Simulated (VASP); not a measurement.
# BaO (Fm-3m) in VASP: single point with PBEsol

Aim: the single point of BaO with PBEsol.

Program: VASP 6.6.1. These are calculated values, not measurements. Logs are shortened: lines on timing, memory, paths and dates and some standing lists are left out, and cuts for length are marked.

**1. The cell of the first run**

It takes space group Fm-3m (No. 225, cubic). Conventional cell: a = 5.500 Å, b = 5.500 Å, c = 5.500 Å, α = 90.00°, β = 90.00°, γ = 90.00°. Within 3.6 Å of Ba (site symmetry m-3m) lie 6 O at 2.75 Å. Within 3.6 Å of O (site symmetry m-3m) lie 6 Ba at 2.75 Å.

**2. Single point, PBEsol (20.80 Å³/atom)**

The input, INCAR:

```
SYSTEM = BaO
PREC = Accurate
ENCUT = 1340
EDIFF = 1E-6
ISMEAR = -1
SIGMA = 0.03
LREAL = .FALSE.
LASPH = .TRUE.
NELM = 120
ALGO = Normal
ISIF = 2
LWAVE = .FALSE.
LCHARG = .FALSE.
GGA = PS
NBANDS = 15
GGA_COMPAT = .FALSE.
```

The input, KPOINTS:

```
regular mesh
0
G
  9 9 9
  0 0 0
```

The input, POSCAR:

```
BaO
1.0
    0.0000000000      2.7500000000      2.7500000000
    2.7500000000      0.0000000000      2.7500000000
    2.7500000000      2.7500000000      0.0000000000
Ba O
1 1
Direct
    0.0000000000      0.0000000000      0.0000000000
    0.5000000000      0.5000000000      0.5000000000
```

Potentials or basis: VASP PAW PBE potentials, release 64 (Ba_sv, O_h).

On the command line:

```sh
$ cat potpaw_PBE.64/Ba_sv/POTCAR potpaw_PBE.64/O_h/POTCAR > POTCAR
$ mpirun -np 1 vasp_std > vasp.out
```

OUTCAR:

```text
SYSTEM = BaO
   PREC = Accurate
   ENCUT = 1340
   EDIFF = 1E-6
   ISMEAR = -1
   LREAL = .FALSE.
   LASPH = .TRUE.
   NELM = 120
   ISIF = 2
   GGA = PS

 ion  position               nearest neighbor table
   1  0.000  0.000  0.000-   2 2.75   2 2.75   2 2.75   2 2.75   2 2.75   2 2.75
   2  0.500  0.500  0.500-   1 2.75   1 2.75   1 2.75   1 2.75   1 2.75   1 2.75

  LATTYP: Found a face centered cubic cell.
 ALAT       =     5.5000000000

  Lattice vectors:

 A1 = (   0.0000000000,   2.7500000000,   2.7500000000)
 A2 = (   2.7500000000,   0.0000000000,   2.7500000000)
 A3 = (   2.7500000000,   2.7500000000,   0.0000000000)

Analysis of symmetry for initial positions (statically):
=====================================================================
 Subroutine PRICEL returns:
 Original cell was already a primitive cell.

 Routine SETGRP: Setting up the symmetry group for a
 face centered cubic supercell.

 Subroutine GETGRP returns: Found 48 space group operations
 (whereof 48 operations were pure point group operations)
 out of a pool of 48 trial point group operations.

The static configuration has the point symmetry O_h .

Analysis of symmetry for dynamics (positions and initial velocities):
=====================================================================
 Subroutine PRICEL returns:
 Original cell was already a primitive cell.

 Routine SETGRP: Setting up the symmetry group for a
 face centered cubic supercell.

 Subroutine GETGRP returns: Found 48 space group operations
 (whereof 48 operations were pure point group operations)
 out of a pool of 48 trial point group operations.

The dynamic configuration has the point symmetry O_h .

 Subroutine INISYM returns: Found 48 space group operations
 (whereof 48 operations are pure point group operations),
 and found     1 'primitive' translations

----------------------------------------------------------------------------------------

                                     Primitive cell

  volume of cell :      41.5938

  direct lattice vectors                    reciprocal lattice vectors
     0.000000000  2.750000000  2.750000000    -0.181818182  0.181818182  0.181818182
     2.750000000  0.000000000  2.750000000     0.181818182 -0.181818182  0.181818182
     2.750000000  2.750000000  0.000000000     0.181818182  0.181818182 -0.181818182

  length of vectors
     3.889087297  3.889087297  3.889087297     0.314918329  0.314918329  0.314918329

  position of ions in fractional coordinates (direct lattice)
     0.000000000  0.000000000  0.000000000
     0.500000000  0.500000000  0.500000000

  ion indices of the primitive-cell ions
   primitive index   ion index
                 1           1
                 2           2

----------------------------------------------------------------------------------------

 KPOINTS: regular mesh

Automatic generation of k-mesh.
 Grid dimensions read from file:
 generate k-points for:    9    9    9

 Generating k-lattice:

  Cartesian coordinates                     Fractional coordinates (reciprocal lattice)
    -0.020202020  0.020202020  0.020202020     0.111111111  0.000000000  0.000000000
     0.020202020 -0.020202020  0.020202020     0.000000000  0.111111111  0.000000000
     0.020202020  0.020202020 -0.020202020     0.000000000  0.000000000  0.111111111

  Length of vectors
     0.034990925  0.034990925  0.034990925

  Shift w.r.t. Gamma in fractional coordinates (k-lattice)
     0.000000000  0.000000000  0.000000000

 Subroutine IBZKPT returns following result:
 ===========================================

 Found     35 irreducible k-points:

 Following reciprocal coordinates:
            Coordinates               Weight
  0.000000  0.000000  0.000000      1.000000
  0.111111  0.000000  0.000000      8.000000
  0.222222  0.000000  0.000000      8.000000
  0.333333  0.000000  0.000000      8.000000
  0.444444  0.000000  0.000000      8.000000
  0.111111  0.111111  0.000000      6.000000
[... 16 lines left out ...]
 -0.333333  0.333333  0.000000     12.000000
  0.444444  0.444444  0.000000      6.000000
 [... further k-points ...]
   k-points           NKPTS =     35   k-points in BZ     NKDIM =     35   number of bands    NBANDS=     15
   number of dos      NEDOS =    301   number of ions     NIONS =      2
   total plane-waves  NPLWV = 110592
   dimension x,y,z NGX =    48 NGY =   48 NGZ =   48
   dimension x,y,z NGXF=    96 NGYF=   96 NGZF=   96
   ions per type =               1   1
   NGX,Y,Z   is equivalent  to a cutoff of  20.52, 20.52, 20.52 a.u.
   NGXF,Y,Z  is equivalent  to a cutoff of  41.04, 41.04, 41.04 a.u.
 SYSTEM =  BaO
   PREC   = accura    normal or accurate (medium, high low for compatibility)
   ISTART =      0    job   : 0-new  1-cont  2-samecut
   ICHARG =      2    charge: 1-file 2-atom 10-const
   ISPIN  =      1    spin polarized calculation?
   LNONCOLLINEAR =      F non collinear calculations
   LSORBIT =      F    spin-orbit coupling
   LASPH  =      T    aspherical Exc in radial PAW
   ENCUT  = 1340.0 eV  98.49 Ry    9.92 a.u.  11.61 11.61 11.61*2*pi/ulx,y,z
   NELM   =    120;   NELMIN=  2; NELMDL= -5     # of ELM steps
   EDIFF  = 0.1E-05   stopping-criterion for ELM
   LREAL  =      F    real-space projection
   EDIFFG = 0.1E-04   stopping-criterion for IOM
   NSW    =      0    number of steps for IOM
   IBRION =     -1    ionic relax: 0-MD 1-quasi-New 2-CG
   NFREE  =      0    steps in history (QN), initial steepest desc. (CG)
   ISIF   =      2    stress and relaxation
   ISYM   =      2    0-nonsym 1-usesym 2-fastsym
   POTIM  = 0.5000    time-step for ionic-motion
   TEBEG  =    0.0;   TEEND  =   0.0 temperature during run
   PSTRESS=    0.0 pullay stress
   NELECT =      16.0000    total number of electrons
   NUPDOWN=      -1.0000    fix difference up-down
   EMIN   =  10.00;   EMAX   =-10.00  energy-range for DOS
   EFERMI =   0.00;   METHOD = LEGACY
   ISMEAR =    -1;   SIGMA  =   0.03  broadening in eV -4-tet -1-fermi 0-gaus
   EFERMI_NEDOS =   21; number of points for ismear=-14 and -15
   IALGO  =     38    algorithm
   IMIX   =      4    mixing-type and parameters
     AMIX     =   0.40;   BMIX     =  1.00
     AMIX_MAG =   1.60;   BMIX_MAG =  1.00
  volume/ion in A,a.u.               =      20.80       140.34
  Fermi-wavevector in a.u.,A,eV,Ry     =   1.190617  2.249940 19.287200  1.417569
  Thomas-Fermi vector in A             =   2.326698
   LORBIT       =      0    0 simple, 1 ext, 2 COOP (PROOUT), +10 PAW based schemes
   GGA     = PS    functional components
   LHFCALC =     F    Hartree Fock is set to
   AEXX    =    0.0000 exact exchange contribution
   IVDW    =     0    specifies the selected vdW correction
   LEPSILON=     F    determine dielectric tensor
   LRPA    =     F    only Hartree local field effects (RPA)
 non-spin polarized calculation
  energy-cutoff  :     1340.00
  volume of cell :       41.59
 maximum number of plane-waves:      4663
   NGX = 23   NGY = 23   NGZ = 23

 number of electron      16.0000000 magnetization

 Free energy of the ion-electron system (eV)
  ---------------------------------------------------
  ext. energy  EPLUGINS =         0.00000000
  ---------------------------------------------------
  free energy    TOTEN  =       -12.40174785 eV

  energy without entropy =      -12.40174785  energy(sigma->0) =      -12.40174785

 E-fermi :   2.6858     XC(G=0):  -9.9557

 val. band max:        2.0078386664   @ k =  -0.4444   0.4444   0.0000
 cond. band min:       3.8872853490   @ k =   0.4444   0.4444   0.0000
 fundamental gap:      1.8794466826
 Fermi energy:         2.6857576169

 k-point     1 :       0.0000    0.0000    0.0000
  band No.  band energies     occupation
      1     -23.8057      2.00000
      2     -12.9510      2.00000
      3      -8.2519      2.00000
      4      -8.2519      2.00000
      5      -8.2519      2.00000
      6       1.6305      2.00000
      7       1.6305      2.00000
      8       1.6305      2.00000
      9       5.4962      0.00000
     10       6.6594      0.00000
     11       6.6594      0.00000
     12       6.6594      0.00000
     13       9.0017      0.00000
     14       9.0017      0.00000
     15      11.8085      0.00000

 k-point     2 :       0.1111    0.0000    0.0000
  band No.  band energies     occupation
      1     -23.7736      2.00000
      2     -13.0442      2.00000
      3      -8.2824      2.00000
      4      -8.2674      2.00000
      5      -8.2674      2.00000
      6       1.3409      2.00000
      7       1.4599      2.00000
      8       1.4599      2.00000
      9       6.0319      0.00000
     10       6.5391      0.00000
     11       6.8977      0.00000
     12       6.8977      0.00000
     13       9.3358      0.00000
     14       9.3358      0.00000
     15      12.6139      0.00000

 k-point     3 :       0.2222    0.0000    0.0000
  band No.  band energies     occupation
      1     -23.6906      2.00000
      2     -13.2809      2.00000
      3      -8.3546      2.00000
      4      -8.3059      2.00000
      5      -8.3059      2.00000
      6       0.7628      2.00000
      7       1.0732      2.00000
      8       1.0732      2.00000
      9       6.3909      0.00000
     10       7.4059      0.00000
     11       7.5603      0.00000
     12       7.5603      0.00000
     13      10.1893      0.00000
     14      10.1893      0.00000
     15      14.4819      0.00000

 k-point     4 :       0.3333    0.0000    0.0000
  band No.  band energies     occupation
      1     -23.5929      2.00000
      2     -13.5509      2.00000
      3      -8.4290      2.00000
      4      -8.3483      2.00000
      5      -8.3483      2.00000
      6       0.2373      2.00000
      7       0.6909      2.00000
      8       0.6909      2.00000
      9       6.5963      0.00000
     10       8.4521      0.00000
     11       8.4521      0.00000
     12       8.9242      0.00000
     13      11.3038      0.00000
     14      11.3038      0.00000
     15      15.8930      0.00000
[... 307 lines left out ...]
 k-point    22 :      -0.4444    0.3333    0.0000
  band No.  band energies     occupation
      1     -23.4504      2.00000
      2     -13.3612      2.00000
      3      -9.5667      2.00000
      4      -8.7623      2.00000
      5      -8.7323      2.00000
      6       1.1320      2.00000
      7       1.3124      2.00000
      8       1.7565      2.00000
      9       5.0979      0.00000
     10       8.7499      0.00000
     11       9.1271      0.00000
     12      10.7562      0.00000
     13      11.7358      0.00000
     14      14.0479      0.00000
     15      14.4798      0.00000

 k-point    23 :      -0.3333    0.3333    0.0000
  band No.  band energies     occupation
      1     -23.4567      2.00000
      2     -13.4728      2.00000
      3      -9.4383      2.00000
      4      -8.6562      2.00000
      5      -8.6025      2.00000
      6       0.6751      2.00000
      7       0.9261      2.00000
      8       1.7853      2.00000
      9       6.2580      0.00000
     10       7.8038      0.00000
     11       9.4634      0.00000
     12      10.0608      0.00000
     13      11.8937      0.00000
     14      13.4940      0.00000
     15      16.3544      0.00000

 k-point    24 :       0.4444    0.4444    0.0000
  band No.  band energies     occupation
      1     -23.4530      2.00000
      2     -13.1757      2.00000
      3      -9.7582      2.00000
      4      -8.8696      2.00000
      5      -8.8696      2.00000
      6       1.8299      2.00000
      7       1.8299      2.00000
      8       1.8907      2.00000
      9       3.8873      0.00000
     10       8.0704      0.00000
     11      10.9469      0.00000
     12      11.2764      0.00000
     13      11.7275      0.00000
     14      11.7275      0.00000
     15      15.8669      0.00000

 [... further k-points ...]

------------------------ aborting loop because EDIFF is reached ----------------------------------------

  FORCE on cell =-STRESS in cart. coord.  units (eV):
  Direction    XX          YY          ZZ          XY          YZ          ZX
  --------------------------------------------------------------------------------------
  -------------------------------------------------------------------------------------
  Total        0.3641793      0.3641793      0.3641793     -0.0000000     -0.0000000     -0.0000000
  in kB       14.0280653     14.0280653     14.0280653     -0.0000000     -0.0000000     -0.0000000
  external PRESSURE =      14.0280653 kB  Pullay stress =       0.0000000 kB

 VOLUME and BASIS-vectors are now :
 -----------------------------------------------------------------------------
  energy-cutoff  :     1340.00
  volume of cell :       41.59
      direct lattice vectors                 reciprocal lattice vectors
     0.000000000  2.750000000  2.750000000    -0.181818182  0.181818182  0.181818182
     2.750000000  0.000000000  2.750000000     0.181818182 -0.181818182  0.181818182
     2.750000000  2.750000000  0.000000000     0.181818182  0.181818182 -0.181818182

 POSITION                                       TOTAL-FORCE (eV/Angst)
 -----------------------------------------------------------------------------------
      0.00000      0.00000      0.00000        -0.000000     -0.000000      0.000000
      2.75000      2.75000      2.75000         0.000000      0.000000     -0.000000
 -----------------------------------------------------------------------------------
    total drift:                               -0.000000     -0.000000     -0.000000

  FREE ENERGIE OF THE ION-ELECTRON SYSTEM (eV)
  ---------------------------------------------------
  free  energy   TOTEN  =       -12.4017478502 eV

  energy  without entropy=      -12.4017478502  energy(sigma->0) =      -12.40174785
```

Run time: 73 s. Hardware: 1 thread of Intel Xeon Platinum 8259CL at 2.50GHz (Skylake/Cascade Lake), shared host; peak memory 0.37 GiB.

Results:

```
Free energy            : -12.4017 eV
Pressure               : 1.4 GPa
Band gap on the k mesh : 1.88 eV (least direct gap 2.00 eV)
```

Levels at points of the mesh, in eV from the valence-band top:
| k point | band 6 | band 7 | band 8 | band 9 | band 10 | band 11 |
| --- | --- | --- | --- | --- | --- | --- |
| (0.00, 0.00, 0.00) | -0.38 | -0.38 | -0.38 | 3.49 | 4.65 | 4.65 |

Caveat: the PAW data sets were made with another functional, which shifts forces and pressure a little; spin-orbit coupling is left out, which moves the levels of the heavy elements; an odd mesh through Γ misses points on the zone boundary, where band edges can lie.
